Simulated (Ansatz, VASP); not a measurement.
**BN: VASP beside Ansatz**

```
B N
1.0
     0.00000    1.80482    1.90319
     1.80482    0.00000    1.90319
     1.80482    1.80482    0.00000
B N
1 1
Direct
  0.00000 0.00000 0.00000
  0.25000 0.25000 0.25000
```

Change from the starting cell: uniaxial_z strain +5.5%.

Alike in both runs: task single point; functional PBE; k mesh 12 × 12 × 12; occupations fermi-dirac, width 0.02 eV; no spin polarisation.

|  | VASP | Ansatz |
| --- | --- | --- |
| version | VASP 6.6.1 | Ansatz 0.2.0 |
| potentials or method | VASP PAW PBE potentials, release 64 (B, N) | plane waves, PAW |
| plane-wave cutoff (eV) | 520 | 420 |
| valence electrons in the cell | 8 | 8 |

|  | VASP | Ansatz | Ansatz less VASP |
| --- | --- | --- | --- |
| gap on the k mesh at the Fermi level (eV) | 3.95 | 3.96 | +0.011 |
| pressure (GPa) | -13.9 | -14.0 | -0.11 |
| traceless stress, the component that is largest in VASP (GPa) | -22.29 | -22.27 | +0.026 |
